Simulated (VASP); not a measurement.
# HgTe (wurtzite type) (P6_3mc) in VASP: single point with PBE

Aim: the single point of HgTe (wurtzite type) with PBE.

Everything below comes from runs of VASP 6.6.1. Logs are shortened: lines on timing, memory, paths and dates and some standing lists are left out, and cuts for length are marked.

### Step 1. The cell of the first run

It takes space group P6_3mc (No. 186, hexagonal). Conventional cell: a = 2.924 Å, b = 2.924 Å, c = 10.478 Å, α = 90.00°, β = 90.00°, γ = 120.00°. Hg (site symmetry 3m) has 4 Te at 2.70 to 3.05 Å and 6 Hg at 2.92 Å within 3.6 Å. Te (site symmetry 3m) has 4 Hg at 2.70 to 3.05 Å and 6 Te at 2.92 Å within 3.6 Å.

### Step 2. Single point, PBE

The input, INCAR:

```
PREC = Accurate
ENCUT = 520
EDIFF = 1E-7
ISMEAR = -1
SIGMA = 0.05
LREAL = F
LASPH = T
NELM = 80
ALGO = Normal
ISIF = 2
LWAVE = F
LCHARG = F
GGA = PE
NBANDS = 26
```

The input, KPOINTS:

```
Automatic mesh
0
Gamma
  9 9 5
```

The input, POSCAR:

```
HgTe
1.0
    2.9238307879      0.0000000000      0.0000000000
   -1.4619153939      2.5321117387      0.0000000000
    0.0000000000      0.0000000000     10.4783776880
Hg Te
2 2
Direct
    0.3333333333      0.6666666667      0.0591185894
    0.6666666667      0.3333333333      0.5591185894
    0.3333333333      0.6666666667      0.3168814106
    0.6666666667      0.3333333333      0.8168814106
```

Potentials or basis: VASP PAW PBE potentials, release 64 (Hg, Te).

Started as:

```
cat potpaw_PBE.64/Hg/POTCAR potpaw_PBE.64/Te/POTCAR > POTCAR
mpirun -np 1 vasp_std > vasp.out
```

OUTCAR:

```text
PREC = Accurate
   ENCUT = 520
   EDIFF = 1E-7
   ISMEAR = -1
   LREAL = F
   LASPH = T
   NELM = 80
   ISIF = 2
   GGA = PE

 ion  position               nearest neighbor table
   1  0.333  0.667  0.059-   3 2.70   4 3.05   4 3.05   4 3.05
   2  0.667  0.333  0.559-   4 2.70   3 3.05   3 3.05   3 3.05
   3  0.333  0.667  0.317-   1 2.70   2 3.05   2 3.05   2 3.05
   4  0.667  0.333  0.817-   2 2.70   1 3.05   1 3.05   1 3.05

  LATTYP: Found a hexagonal cell.
 ALAT       =     2.9238307879
 C/A-ratio  =     3.5837838945

  Lattice vectors:

 A1 = (   2.9238307879,   0.0000000000,   0.0000000000)
 A2 = (  -1.4619153939,   2.5321117387,   0.0000000000)
 A3 = (   0.0000000000,   0.0000000000,  10.4783776880)

Analysis of symmetry for initial positions (statically):
=====================================================================
 Subroutine PRICEL returns:
 Original cell was already a primitive cell.

 Routine SETGRP: Setting up the symmetry group for a
 hexagonal supercell.

 Subroutine GETGRP returns: Found 12 space group operations
 (whereof  6 operations were pure point group operations)
 out of a pool of 24 trial point group operations.

The static configuration has the point symmetry C_3v.
 The point group associated with its full space group is C_6v.

Analysis of symmetry for dynamics (positions and initial velocities):
=====================================================================
 Subroutine PRICEL returns:
 Original cell was already a primitive cell.

 Routine SETGRP: Setting up the symmetry group for a
 hexagonal supercell.

 Subroutine GETGRP returns: Found 12 space group operations
 (whereof  6 operations were pure point group operations)
 out of a pool of 24 trial point group operations.

The dynamic configuration has the point symmetry C_3v.
 The point group associated with its full space group is C_6v.

 Subroutine INISYM returns: Found 12 space group operations
 (whereof  6 operations are pure point group operations),
 and found     1 'primitive' translations

----------------------------------------------------------------------------------------

                                     Primitive cell

  volume of cell :      77.5763

  direct lattice vectors                    reciprocal lattice vectors
     2.923830788  0.000000000  0.000000000     0.342017057  0.197463640  0.000000000
    -1.461915394  2.532111739  0.000000000     0.000000000  0.394927279  0.000000000
     0.000000000  0.000000000 10.478377688     0.000000000  0.000000000  0.095434621

  length of vectors
     2.923830788  2.923830788 10.478377688     0.394927279  0.394927279  0.095434621

  position of ions in fractional coordinates (direct lattice)
     0.333333333  0.666666667  0.059118589
     0.666666667  0.333333333  0.559118589
     0.333333333  0.666666667  0.316881411
     0.666666667  0.333333333  0.816881411

  ion indices of the primitive-cell ions
   primitive index   ion index
                 1           1
                 2           2
                 3           3
                 4           4

----------------------------------------------------------------------------------------

 KPOINTS: Automatic mesh

Automatic generation of k-mesh.
 Grid dimensions read from file:
 generate k-points for:    9    9    5

 Generating k-lattice:

  Cartesian coordinates                     Fractional coordinates (reciprocal lattice)
     0.038001895  0.021940404  0.000000000     0.111111111  0.000000000  0.000000000
     0.000000000  0.043880809  0.000000000     0.000000000  0.111111111  0.000000000
     0.000000000  0.000000000  0.019086924     0.000000000  0.000000000  0.200000000

  Length of vectors
     0.043880809  0.043880809  0.019086924

  Shift w.r.t. Gamma in fractional coordinates (k-lattice)
     0.000000000  0.000000000  0.000000000

 Subroutine IBZKPT returns following result:
 ===========================================

 Found     36 irreducible k-points:

 Following reciprocal coordinates:
            Coordinates               Weight
  0.000000  0.000000  0.000000      1.000000
  0.111111 -0.000000  0.000000      6.000000
  0.222222 -0.000000  0.000000      6.000000
  0.333333  0.000000  0.000000      6.000000
  0.444444 -0.000000  0.000000      6.000000
  0.111111  0.111111  0.000000      6.000000
[... 16 lines left out ...]
  0.333333  0.222222  0.200000     24.000000
  0.333333  0.333333  0.200000      4.000000
 [... further k-points ...]
   k-points           NKPTS =     36   k-points in BZ     NKDIM =     36   number of bands    NBANDS=     26
   number of dos      NEDOS =    301   number of ions     NIONS =      4
   total plane-waves  NPLWV =  46080
   dimension x,y,z NGX =    24 NGY =   24 NGZ =   80
   dimension x,y,z NGXF=    48 NGYF=   48 NGZF=  160
   ions per type =               2   2
   NGX,Y,Z   is equivalent  to a cutoff of  13.65, 13.65, 12.69 a.u.
   NGXF,Y,Z  is equivalent  to a cutoff of  27.29, 27.29, 25.38 a.u.
 SYSTEM =  unknown system
   PREC   = accura    normal or accurate (medium, high low for compatibility)
   ISTART =      0    job   : 0-new  1-cont  2-samecut
   ICHARG =      2    charge: 1-file 2-atom 10-const
   ISPIN  =      1    spin polarized calculation?
   LNONCOLLINEAR =      F non collinear calculations
   LSORBIT =      F    spin-orbit coupling
   LASPH  =      T    aspherical Exc in radial PAW
   ENCUT  =  520.0 eV  38.22 Ry    6.18 a.u.   5.44  5.44 19.48*2*pi/ulx,y,z
   NELM   =     80;   NELMIN=  2; NELMDL= -5     # of ELM steps
   EDIFF  = 0.1E-06   stopping-criterion for ELM
   LREAL  =      F    real-space projection
   EDIFFG = 0.1E-05   stopping-criterion for IOM
   NSW    =      0    number of steps for IOM
   IBRION =     -1    ionic relax: 0-MD 1-quasi-New 2-CG
   NFREE  =      0    steps in history (QN), initial steepest desc. (CG)
   ISIF   =      2    stress and relaxation
   ISYM   =      2    0-nonsym 1-usesym 2-fastsym
   POTIM  = 0.5000    time-step for ionic-motion
   TEBEG  =    0.0;   TEEND  =   0.0 temperature during run
   PSTRESS=    0.0 pullay stress
   NELECT =      36.0000    total number of electrons
   NUPDOWN=      -1.0000    fix difference up-down
   EMIN   =  10.00;   EMAX   =-10.00  energy-range for DOS
   EFERMI =   0.00;   METHOD = LEGACY
   ISMEAR =    -1;   SIGMA  =   0.05  broadening in eV -4-tet -1-fermi 0-gaus
   EFERMI_NEDOS =   21; number of points for ismear=-14 and -15
   IALGO  =     38    algorithm
   IMIX   =      4    mixing-type and parameters
     AMIX     =   0.40;   BMIX     =  1.00
     AMIX_MAG =   1.60;   BMIX_MAG =  1.00
  volume/ion in A,a.u.               =      19.39       130.88
  Fermi-wavevector in a.u.,A,eV,Ry     =   1.267455  2.395143 21.856979  1.606443
  Thomas-Fermi vector in A             =   2.400602
   LORBIT       =      0    0 simple, 1 ext, 2 COOP (PROOUT), +10 PAW based schemes
   GGA     = PE    functional components
   LHFCALC =     F    Hartree Fock is set to
   AEXX    =    0.0000 exact exchange contribution
   IVDW    =     0    specifies the selected vdW correction
   LEPSILON=     F    determine dielectric tensor
   LRPA    =     F    only Hartree local field effects (RPA)
 non-spin polarized calculation
  energy-cutoff  :      520.00
  volume of cell :       77.58
 maximum number of plane-waves:      2163
 NGX is ok and might be reduce to    24
   NGX = 11   NGY = 11   NGZ = 39

 number of electron      36.0000005 magnetization

 Free energy of the ion-electron system (eV)
  ---------------------------------------------------
  ext. energy  EPLUGINS =         0.00000000
  ---------------------------------------------------
  free energy    TOTEN  =        -2.59752268 eV

  energy without entropy =       -2.59203126  energy(sigma->0) =       -2.59477697

 E-fermi :   9.6811     XC(G=0): -11.8968

 val. band max:        9.6038298631   @ k =   0.4444   0.1111   0.0000
 cond. band min:       9.7249655890   @ k =   0.4444   0.1111   0.0000
 fundamental gap:      0.1211357259
 Fermi energy:         9.6810777274

 k-point     1 :       0.0000    0.0000    0.0000
  band No.  band energies     occupation
      1      -6.8672      2.00000
      2      -6.5360      2.00000
      3      -1.2940      2.00000
      4      -0.4111      2.00000
      5       0.2359      2.00000
      6       1.4539      2.00000
[... 18 lines left out ...]
     25      20.4355      0.00000
     26      20.5535      0.00000

 k-point     2 :       0.1111   -0.0000    0.0000
  band No.  band energies     occupation
      1      -6.5722      2.00000
      2      -6.2472      2.00000
      3      -0.9436      2.00000
      4      -0.1187      2.00000
      5       0.3683      2.00000
      6       1.3574      2.00000
[... 18 lines left out ...]
     25      20.2543      0.00000
     26      21.2044      0.00000

 k-point     3 :       0.2222   -0.0000    0.0000
  band No.  band energies     occupation
      1      -5.6959      2.00000
      2      -5.3877      2.00000
      3      -0.1022      2.00000
      4       0.3748      2.00000
      5       0.6109      2.00000
      6       1.1646      2.00000
[... 18 lines left out ...]
     25      18.3928      0.00000
     26      19.6305      0.00000

 k-point     4 :       0.3333    0.0000    0.0000
  band No.  band energies     occupation
      1      -4.2842      2.00000
      2      -3.9981      2.00000
      3       0.1930      2.00000
      4       0.2917      2.00000
      5       0.7689      2.00000
      6       0.8029      2.00000
[... 18 lines left out ...]
     25      16.3316      0.00000
     26      16.3647      0.00000
[... 496 lines left out ...]
      1      -3.4511      2.00000
      2      -3.2348      2.00000
      3       0.7899      2.00000
      4       0.9071      2.00000
      5       0.9816      2.00000
      6       0.9993      2.00000
[... 18 lines left out ...]
     25      16.0209      0.00000
     26      17.6116      0.00000

 k-point    23 :       0.3333    0.2222    0.2000
  band No.  band energies     occupation
      1      -1.9155      2.00000
      2      -1.7336      2.00000
      3       0.6691      2.00000
      4       0.8392      2.00000
      5       0.8933      2.00000
      6       0.9721      2.00000
[... 18 lines left out ...]
     25      15.4813      0.00000
     26      16.7007      0.00000

 k-point    24 :       0.3333    0.3333    0.2000
  band No.  band energies     occupation
      1      -1.1388      2.00000
      2      -1.1388      2.00000
      3       0.9316      2.00000
      4       1.0056      2.00000
      5       1.0056      2.00000
      6       1.2272      2.00000
[... 18 lines left out ...]
     25      15.3062      0.00000
     26      16.9280      0.00000

 [... further k-points ...]

------------------------ aborting loop because EDIFF is reached ----------------------------------------

  FORCE on cell =-STRESS in cart. coord.  units (eV):
  Direction    XX          YY          ZZ          XY          YZ          ZX
  --------------------------------------------------------------------------------------
  -------------------------------------------------------------------------------------
  Total       20.6902967     20.6902967     20.6697162      0.0000000      0.0000000     -0.0000000
  in kB      427.3150137    427.3150137    426.8899664      0.0000000      0.0000000     -0.0000000
  external PRESSURE =     427.1733313 kB  Pullay stress =       0.0000000 kB

 VOLUME and BASIS-vectors are now :
 -----------------------------------------------------------------------------
  energy-cutoff  :      520.00
  volume of cell :       77.58
      direct lattice vectors                 reciprocal lattice vectors
     2.923830788  0.000000000  0.000000000     0.342017057  0.197463640  0.000000000
    -1.461915394  2.532111739  0.000000000     0.000000000  0.394927279  0.000000000
     0.000000000  0.000000000 10.478377688     0.000000000  0.000000000  0.095434621

 POSITION                                       TOTAL-FORCE (eV/Angst)
 -----------------------------------------------------------------------------------
     -0.00000      1.68807      0.61947         0.000000     -0.000000     -0.003155
      1.46192      0.84404      5.85866        -0.000000      0.000000     -0.003155
     -0.00000      1.68807      3.32040        -0.000000      0.000000      0.003155
      1.46192      0.84404      8.55959         0.000000     -0.000000      0.003155
 -----------------------------------------------------------------------------------
    total drift:                               -0.000000      0.000000      0.000869

  FREE ENERGIE OF THE ION-ELECTRON SYSTEM (eV)
  ---------------------------------------------------
  free  energy   TOTEN  =        -2.5975226831 eV

  energy  without entropy=       -2.5920312588  energy(sigma->0) =       -2.59477697
```

Run time: 75 s. Hardware: 1 thread of AMD EPYC 7R13, shared host; peak memory 0.21 GiB.

What came out:

```yaml
Free_energy: -2.5975 eV
Pressure: 42.7 GPa
Largest_force: 0.003 eV/Å
Band_gap_on_the_k_mesh: zero (bands 18 and 19 overlap by 7.66 eV)
```

Forces on the atoms (eV/Å):
```
Hg   0.000  0.000 -0.003
Hg   0.000  0.000 -0.003
Te   0.000  0.000  0.003
Te   0.000  0.000  0.003
```

Caveat: the cell stands under pressure; spin-orbit coupling is left out, which moves the levels of the heavy elements.
